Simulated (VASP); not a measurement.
A run of VASP 6.6.1 is set up as follows.

Contents of POSCAR:

```
PtS2
1.0
    3.5524210563      0.0000000000      0.0000000000
   -1.7762105282      3.0764868797      0.0000000000
    0.0000000000      0.0000000000      5.1261713895
Pt S
1 2
Direct
    0.0000000000      0.0000000000      0.0000000000
    0.3333333333      0.6666666667      0.2391342148
    0.6666666667      0.3333333333      0.7608657852
```

File INCAR.step1:

```
ALGO = Normal
EDIFF = 1E-4
ENCUT = 520
GGA = PE
ISMEAR = 0
LASPH = T
LCHARG = F
LREAL = F
LWAVE = T
NBANDS = 18
NELM = 100
PREC = Accurate
SIGMA = 0.02
```

Contents of INCAR.step2:

```
ALGO = Normal
BPARAM = 11.95
CPARAM = 0.0093
EDIFF = 1E-7
ENCUT = 520
ISIF = 2
ISMEAR = 0
ISTART = 1
IVDW_NL = 2
LASPH = T
LCHARG = T
LELF = T
LMIXTAU = T
LREAL = F
LUSE_VDW = T
LVHAR = T
LWAVE = F
METAGGA = R2SCAN
NBANDS = 18
NELM = 100
PREC = Accurate
SIGMA = 0.02
```

File KPOINTS:

```
k-points
0
Gamma
  9 9 6
```

Potentials or basis: VASP PAW PBE potentials, release 64 (Pt, S).

The run is started by

```sh
$ cat potpaw_PBE.64/Pt/POTCAR potpaw_PBE.64/S/POTCAR > POTCAR
$ cp INCAR.step1 INCAR
$ mpirun -np 1 vasp_std > vasp.out
$ cp INCAR.step2 INCAR
$ mpirun -np 1 vasp_std > vasp.out
```

(1) Predict the largest force.

(2) Estimate the band gap on the k mesh.

(3) Estimate the pressure.

## Answers

(1) 0.013 eV/Å.

(2) 0.97 eV, indirect (least direct gap 1.21 eV).

(3) 0.2 GPa.

Caveat: the PAW data sets were made with another functional, which shifts forces and pressure a little; spin-orbit coupling is left out, which moves the levels of the heavy elements.
